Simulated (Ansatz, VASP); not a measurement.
**Two plane-wave programs on Al3O2**

```
Al O
1.0
     2.96100    1.70953    2.39579
    -2.96100    1.70953    2.39579
     0.00000   -3.41907    2.39579
Al O
3 2
Direct
  0.00000 0.00000 0.50000
  0.50000 0.00000 0.00000
  0.00000 0.50000 0.00000
  0.72725 0.72725 0.72725
  0.27275 0.27275 0.27275
```

Alike in both runs: functional PBE; k mesh 12 × 12 × 12; occupations gaussian, width 0.1 eV; no spin polarisation.

Ansatz relaxed the structure, and its values are those at the end. VASP's run is a single point on that final structure, the one shown.

|  | VASP | Ansatz |
| --- | --- | --- |
| version | VASP 6.6.1 | Ansatz 0.2.0 |
| potentials or method | VASP PAW PBE potentials, release 64 (Al, O), cutoff 520 eV | scalar-relativistic, plane waves, PAW |
| valence electrons in the cell | 21 | 21 |

```tsv
	VASP	Ansatz	Ansatz less VASP
gap on the k mesh at the Fermi level (eV)	none	none	-
pressure (GPa)	0.0	0.0	0.00
```

A gap of «none» marks a metal or a gap that the smearing closes. With one functional, cell and mesh, what is left measures potentials, basis and numerics.
